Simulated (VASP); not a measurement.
## BP: G0W0 quasiparticle levels with PBE

The system is BP.

```
CELL_PARAMETERS angstrom
0.00000 2.26900 2.26900
2.26900 0.00000 2.26900
2.26900 2.26900 0.00000
ATOMIC_POSITIONS crystal
B 0.00000 0.00000 0.00000
P 0.25000 0.25000 0.25000
```

```yaml
Program: VASP 6.6.1
Task: G0W0 quasiparticle levels
Functional: PBE
Potentials_or_basis: VASP PAW PBE potentials, release 64 (B_GW, P_GW)
Cutoff: 500 eV
k_mesh: 2 × 2 × 2
Occupations: gaussian, width 0.01 eV
Spin: no spin polarisation
Dipole_correction: no
GW_scheme: G0W0
GW_iterations: 1
Cutoff_of_the_response_function: 180
Frequency_points: 48
Empty_bands: 231
Further_INCAR_settings: ALGO = EVGW0; EDIFF = 1e-08; NBANDS = 235
```

* Band gap on the k mesh, mean-field level: 1.15 eV, indirect (least direct gap 3.26 eV)
* Quasiparticle gap: 1.76 eV
* Least direct quasiparticle gap: 4.15 eV

Levels at points of the mesh, in eV from the valence-band top:
| k point | band 1 | band 2 | band 3 | band 4 | band 5 | band 6 | band 7 | band 8 |
| --- | --- | --- | --- | --- | --- | --- | --- | --- |
| (0.00, 0.00, 0.00) | -15.58 | 0.00 | 0.00 | 0.00 | 3.26 | 3.26 | 3.26 | 7.39 |
| (0.50, 0.00, 0.00) | -12.23 | -9.15 | -1.79 | -1.79 | 3.70 | 4.54 | 4.54 | 10.01 |
| (0.50, 0.50, 0.00) | -10.70 | -8.66 | -4.20 | -4.20 | 1.15 | 1.50 | 12.05 | 12.05 |

Run time: 13 s on 1 thread of Intel Xeon 6975P-C (shared host), peak memory 0.18 GiB.

Caveat: the k points lie up to 1.20 Å⁻¹ apart; bands, screening cutoff and mesh are small and nothing is extrapolated, so the quasiparticle values aren't converged. A k mesh can miss the band edges.
